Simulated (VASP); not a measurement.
Set up this calculation in VASP 6.6.1, as the native input.

| Item | Value |
| --- | --- |
| Task | single point |
| Functional | PBE |
| Potentials or basis | VASP PAW PBE potentials, release 64 (Ba_sv, Ta_pv) |
| Cutoff | 520 eV |
| k mesh | 6 × 6 × 4 |
| Occupations | gaussian, width 0.1 eV |
| Spin | no spin polarisation |
| Dipole correction | no |
| Further INCAR settings | ALGO = Normal; EDIFF = 1e-06; NBANDS = 18 |

The structure of BaTa lies in POSCAR:

```
BaTa
1.0
    3.5139595067      0.0000000000      0.0000000000
    0.0000000000      3.5139595067      0.0000000000
    0.0000000000      0.0000000000      4.6057969249
Ba Ta
1 1
Direct
    0.5000000000      0.5000000000      0.5000000000
    0.0000000000      0.0000000000      0.0000000000
```

The input as run:

INCAR

```
SYSTEM = BaTa
PREC     = Accurate       ! precision mode
ENCUT    = 520            ! plane-wave cutoff, eV
EDIFF    = 1E-6           ! SCF threshold, eV
ISMEAR   = 0              ! smearing method
SIGMA    = 0.1            ! smearing width, eV
LREAL    = .False.        ! projectors in reciprocal space
LASPH    = .True.         ! aspherical terms in the spheres
NELM     = 100            ! most SCF steps
ALGO     = Normal         ! electronic algorithm
ISIF     = 2              ! what is computed and relaxed
LWAVE    = .False.        ! write WAVECAR
LCHARG   = .True.         ! write CHGCAR
GGA      = PE             ! functional
LELF     = .True.         ! ELF
LVHAR    = .True.       
NBANDS   = 18             ! bands
```

KPOINTS

```
Automatic mesh
0
Gamma
  6 6 4
  0 0 0
```

Potentials or basis: VASP PAW PBE potentials, release 64 (Ba_sv, Ta_pv).

The run is started by

```bash
$ cat potpaw_PBE.64/Ba_sv/POTCAR potpaw_PBE.64/Ta_pv/POTCAR > POTCAR
$ mpirun -np 1 vasp_std > vasp.out
```

Results of the run:

```yaml
Pressure: 0.9 GPa
```

Run time: 12 s on 1 thread of Intel(R) Xeon(R) 6975P-C (Granite Rapids), on a shared host, peak memory 0.18 GiB.
